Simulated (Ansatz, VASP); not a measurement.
## BN: VASP beside Ansatz

The input INCAR:

```
  PREC = Accurate
  ENCUT = 520
  EDIFF = 1E-6
  ISMEAR = 0
  SIGMA = 0.05
  LREAL = F
  LASPH = T
  NELM = 80
  ALGO = Normal
  ISIF = 2
  LWAVE = F
  LCHARG = T
  GGA = PE
  LELF = T
  LVHAR = T
  NBANDS = 16
```

Contents of KPOINTS:

```
regular mesh
0
Gamma
  12 12 4
```

POSCAR

```
BN
1.0
    2.5039917043      0.0000000000      0.0000000000
   -1.2519958522      2.1685204268      0.0000000000
    0.0000000000      0.0000000000      6.6612000000
B N
2 2
Direct
    0.2388431879      0.5974950794      0.2500000000
    0.6666666667      0.3333333333      0.7500000000
    0.3333333333      0.6666666667      0.7500000000
    0.6666666667      0.3333333333      0.2500000000
```

Input for Ansatz:

```yaml
crystal:
  lattice:
    - [2.5039917043, 0.0, 0.0]
    - [-1.2519958522, 2.1685204268, 0.0]
    - [0.0, 0.0, 6.6612]
  atoms:
    - { symbol: B, position: [0.2388431879, 0.5974950794, 0.25] }
    - { symbol: B, position: [0.6666666667, 0.3333333333, 0.75] }
    - { symbol: "N", position: [0.3333333333, 0.6666666667, 0.75] }
    - { symbol: "N", position: [0.6666666667, 0.3333333333, 0.25] }
basis:
  ecutwfc: 420
kpoints:
  mp_grid: { grid: [12, 12, 4] }
hamiltonian:
  xc: pbe
scf:
  occupations: { method: gaussian, width: 0.05 }
output:
  forces: true
  stress: true
  eigenvalues: true
```

Alike in both runs: task single point; functional PBE; k mesh 12 × 12 × 4; occupations gaussian, width 0.05 eV; no spin polarisation.

|  | VASP | Ansatz |
| --- | --- | --- |
| version | VASP 6.6.1 | Ansatz 0.2.0 |
| potentials or method | VASP PAW PBE potentials, release 64 (B, N), cutoff 520 eV | scalar-relativistic, plane waves, PAW |
| valence electrons in the cell | 16 | 16 |

|  | VASP | Ansatz | Ansatz less VASP |
| --- | --- | --- | --- |
| gap on the k mesh at the Fermi level (eV) | 2.77 | 2.78 | +0.009 |
| least direct gap on the mesh (eV) | 4.08 | 4.08 | +0.008 |
| pressure (GPa) | 13.5 | 13.5 | -0.02 |
| traceless stress, the component that is largest in VASP (GPa) | 16.78 | 16.66 | -0.122 |
| rms of the force components (eV/Å) | 4.814 | 4.811 | -0.0029 |

Atom by atom the forces differ by 0.004 eV/Å (rms over components).
